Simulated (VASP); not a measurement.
# BN in VASP: notebook, part 2 of 2

VASP 6.6.1. Earlier steps stand in the parts before.

## 3. G0W0 quasiparticle levels, PBE

This run uses another cell than the first one, of 5.06 Å³/atom.

File POSCAR:

```
BN
1.0
    0.0000000000      1.7458259401      1.6585346431
    1.7458259401      0.0000000000      1.6585346431
    1.7458259401      1.7458259401      0.0000000000
B N
1 1
Direct
    0.0000000000      0.0000000000      0.0000000000
    0.5000000000      0.5000000000      0.5000000000
```

File INCAR.step1:

```
PREC = Accurate ; ENCUT = 500
EDIFF = 1E-8 ; ISMEAR = 0
SIGMA = 0.01 ; LREAL = False
LASPH = True ; NELM = 100
ALGO = Normal ; LWAVE = True
LCHARG = False ; GGA = PE
```

File INCAR.step2:

```
PREC = Accurate ; ENCUT = 500
EDIFF = 1E-8 ; ISMEAR = 0
SIGMA = 0.01 ; LREAL = False
LASPH = True ; NELM = 1
ALGO = Exact ; LWAVE = True
LCHARG = False ; GGA = PE
NBANDS = 46 ; LOPTICS = True
ISTART = 1
```

File INCAR.step3:

```
PREC = Accurate ; ENCUT = 500
EDIFF = 1E-8 ; ISMEAR = 0
SIGMA = 0.01 ; LREAL = False
LASPH = True ; ALGO = EVGW0
LWAVE = False ; LCHARG = False
GGA = PE ; NELMGW = 1
NBANDS = 46 ; ENCUTGW = 150.0
NOMEGA = 96 ; PRECFOCK = Fast
ISTART = 1 ; NBANDSGW = 12
OMEGAMAX = 20
```

File KPOINTS:

```
regular mesh
0
Gamma
  8 8 8
```

Potentials or basis: VASP PAW PBE potentials, release 64 (B_GW, N_GW).

The run is started by

```bash
$ cat potpaw_PBE.64/B_GW/POTCAR potpaw_PBE.64/N_GW/POTCAR > POTCAR
$ cp INCAR.step1 INCAR
$ mpirun -np 1 vasp_std > vasp.out
$ cp INCAR.step2 INCAR
$ mpirun -np 1 vasp_std > vasp.out
$ cp INCAR.step3 INCAR
$ mpirun -np 1 vasp_std > vasp.out
```

OUTCAR:

```text
PREC = Accurate
   ENCUT = 500
   EDIFF = 1E-8
   ISMEAR = 0
   LREAL = False
   LASPH = True
   GGA = PE
   NELMGW = 1
   ENCUTGW = 150.0
   PRECFOCK = Fast
   ISTART = 1

 ion  position               nearest neighbor table
   1  0.000  0.000  0.000-   2 1.66   2 1.66   2 1.75   2 1.75   2 1.75   2 1.75
   2  0.500  0.500  0.500-   1 1.66   1 1.66   1 1.75   1 1.75   1 1.75   1 1.75

  LATTYP: Found a body centered tetragonal cell.
 ALAT       =     2.4689707220
 C/A-ratio  =     1.3435028843

  Lattice vectors:

 A1 = (   0.0000000000,  -1.7458259401,  -1.6585346431)
 A2 = (   0.0000000000,   1.7458259401,  -1.6585346431)
 A3 = (   1.7458259401,   0.0000000000,   1.6585346431)

Analysis of symmetry for initial positions (statically):
=====================================================================
 Subroutine PRICEL returns:
 Original cell was already a primitive cell.

 Routine SETGRP: Setting up the symmetry group for a
 body centered tetragonal supercell.

 Subroutine GETGRP returns: Found 16 space group operations
 (whereof 16 operations were pure point group operations)
 out of a pool of 16 trial point group operations.

The static configuration has the point symmetry D_4h.

Analysis of symmetry for dynamics (positions and initial velocities):
=====================================================================
 Subroutine PRICEL returns:
 Original cell was already a primitive cell.

 Routine SETGRP: Setting up the symmetry group for a
 body centered tetragonal supercell.

[... 122 lines left out ...]
   IMIX   =      4    mixing-type and parameters
     AMIX     =   0.40;   BMIX     =  1.00
     AMIX_MAG =   1.60;   BMIX_MAG =  1.00
  volume/ion in A,a.u.               =       5.06        34.11
  Fermi-wavevector in a.u.,A,eV,Ry     =   1.514210  2.861441 31.195859  2.292831
  Thomas-Fermi vector in A             =   2.623898
   LORBIT       =      0    0 simple, 1 ext, 2 COOP (PROOUT), +10 PAW based schemes
   GGA     = PE    functional components
   LHFCALC =     T    Hartree Fock is set to
   PRECFOCK=fast      Normal, Fast or Accurate (Low or Medium for compatibility)
   ENCUT4O =  -1.0   cutoff for four orbital integrals eV
   NKREDX  =     1    reduce k-point grid by
   NKREDY  =     1    reduce k-point grid by
   NKREDZ  =     1    reduce k-point grid by
   AEXX    =    1.0000 exact exchange contribution
   HFSCREEN=    0.0000 screening length (either q_TF or 0.3 A-1)
   HFSCREENC=   0.0000 screening length for correlation (either q_TF or 0.3 A-1)
   ENCUTFOCK=  -1.0 apply spherical cutoff to Coloumb kernel
   IVDW    =     0    specifies the selected vdW correction
   LEPSILON=     F    determine dielectric tensor
   LRPA    =     F    only Hartree local field effects (RPA)
   LRPAFORCE           =     F    calculate RPA forces
   ENCUTGW             = 150.0    cutoff for response function in eV
   ENCUTGWSOFT         = 120.0    soft cutoff for Coulomb kernel in GW response function in eV
   ENCUTLF             =  -1.0    cutoff for local field effects
   NELMGW              =     1    number of iterations in solving QP/BSE equation
   NELMHF              =     1    number of iterations in the inner HF iteration
   NKREDLFX            =     1    NKREDLFY  =   1   NKREDLFZ  =   1
 non-spin polarized calculation
 Gauss-broadening in eV      SIGMA  =   0.01
  energy-cutoff  :      500.00
  volume of cell :       10.11
 maximum number of plane-waves:       275
 NGX is ok and might be reduce to    18
  NGX = 12; NGY = 12; NGZ = 12
   NGX =  9   NGY =  9   NGZ =  9
 maximum number of plane-waves:        51

 QP shifts <psi_nk| G(iteration)W_0 |psi_nk>: iteration 1
 for sc-GW calculations column KS-energies equals QP-energies in previous step
 and V_xc(KS)=  KS-energies - (<T + V_ion + V_H > + <T+V_H+V_ion>^1  + <V_x>^1)

 k-point   1 :       0.0000    0.0000    0.0000
  band No.  KS-energies  QP-energies   sigma(KS)   V_xc(KS)     V^pw_x(r,r')   Z            occupation Imag(sigma)

      1     -12.0160     -13.3962     -17.3173     -15.5273     -26.7822       0.7711       2.0000       1.8850
      2       9.4632       9.1185     -18.1929     -17.7607     -21.4535       0.7977       2.0000       0.0423
      3      10.7304      10.4768     -18.2252     -17.9083     -21.1113       0.8004       2.0000       0.0388
      4      10.7304      10.4768     -18.2252     -17.9083     -21.1113       0.8004       2.0000       0.0388
      5      21.5590      22.3785     -16.1129     -17.1738      -9.5418       0.7725       0.0000      -0.1444
      6      22.8769      23.8469     -13.4174     -14.6919      -5.6394       0.7611       0.0000      -0.2292
      7      22.8769      23.8469     -13.4174     -14.6919      -5.6394       0.7611       0.0000      -0.2292
      8      25.8820      27.0311     -13.9507     -15.4586      -5.7603       0.7620       0.0000      -0.3492
      9      29.8799      30.5240     -12.4940     -13.2694      -6.2699       0.8307       0.0000      -0.2413
     10      29.8799      30.5240     -12.4940     -13.2694      -6.2699       0.8307       0.0000      -0.2413
     11      30.7062      31.3227     -12.2578     -12.9985      -5.9317       0.8323       0.0000      -0.3063
     12      35.9087      36.2782     -10.7251     -11.1837      -3.1328       0.8057       0.0000      -0.4411
[... 356 lines left out ...]
      1      -8.5572      -9.7129     -17.4471     -15.9268     -26.1628       0.7602       2.0000       1.4239
      2       2.0880       1.3101     -17.0046     -15.9855     -22.2286       0.7633       2.0000       0.2333
      3       8.6464       8.2472     -17.6911     -17.1906     -20.7901       0.7976       2.0000       0.0414
      4       9.2619       8.9162     -18.1116     -17.6799     -21.0009       0.8006       2.0000       0.0383
      5      16.1297      16.8399     -12.8800     -13.7564      -7.5687       0.8104       0.0000      -0.0458
      6      20.0359      21.0021     -14.0686     -15.2914      -7.9205       0.7901       0.0000      -0.0876
      7      21.9318      22.9556     -14.5618     -15.8639      -8.1315       0.7863       0.0000      -0.1145
      8      26.0138      27.0855     -15.7371     -17.1532      -7.5919       0.7568       0.0000      -0.4086
      9      29.3159      29.9402     -12.2397     -13.0115      -5.1086       0.8089       0.0000      -0.3670
     10      38.1823      38.8885     -12.6565     -13.5239      -4.8583       0.8142       0.0000      -0.8584
     11      40.6309      41.4601     -12.7402     -13.7445      -4.8363       0.8256       0.0000      -1.0609
     12      43.5235      44.3446     -12.2675     -13.2561      -3.3804       0.8305       0.0000      -1.6858

 [... further k-points ...]
```

OUTCAR.step1:

```text
PREC = Accurate
   ENCUT = 500
   EDIFF = 1E-8
   ISMEAR = 0
   LREAL = False
[... 487 lines left out ...]
      0.00000      0.00000      0.00000        -0.000000      0.000000      0.000000
      1.74583      1.74583      1.65853         0.000000     -0.000000     -0.000000
 -----------------------------------------------------------------------------------
    total drift:                               -0.000000     -0.000000     -0.000000

  FREE ENERGIE OF THE ION-ELECTRON SYSTEM (eV)
  ---------------------------------------------------
  free  energy   TOTEN  =       -13.8790737975 eV

  energy  without entropy=      -13.8790737975  energy(sigma->0) =      -13.87907380
```

OUTCAR.step2:

```text
PREC = Accurate
   ENCUT = 500
   EDIFF = 1E-8
   ISMEAR = 0
   LREAL = False
[... 1014 lines left out ...]
     0.00000     9.45424     9.45424     8.02903    -0.00000    -0.00000    -0.00000
     1.94440    10.00529    10.00529     8.38329    -0.00000    -0.00000    -0.00000
     3.88880    12.41516    12.41516     9.81595    -0.00000    -0.00000    -0.00000
     5.83320    23.73553    23.73553    14.65129     0.00000    -0.00000    -0.00000
     7.77760    -6.74478    -6.74478     6.65955    -0.00000     0.00000     0.00000
     9.72199    -4.16840    -4.16840    -2.12995    -0.00000    -0.00000    -0.00000
[... 92 lines left out ...]
   190.55110     0.96936     0.96936     0.96946     0.00000     0.00000     0.00000
   192.49550     0.97002     0.97002     0.97011     0.00000     0.00000     0.00000
```

Run time: 11 min. Hardware: 1 thread of Intel Xeon Platinum 8375C at 2.90GHz (Ice Lake), shared host; peak memory 0.5 GiB.

Results:

* Quasiparticle gap: 1.30 eV
* Least direct quasiparticle gap: 6.45 eV
* Band gap of the starting levels on the mesh: 0.81 eV
* Least direct gap of the starting levels on the mesh: 5.47 eV

Caveat: the k points lie up to 0.40 Å⁻¹ apart; the cutoff is under 1.25 times the usual one of these potentials, so pressure, stress and relaxed cells hold a basis-set (Pulay) error; bands, screening cutoff and mesh are small and nothing is extrapolated, so the quasiparticle values aren't converged; the structure was generated, so it needn't be the stable form of BN.
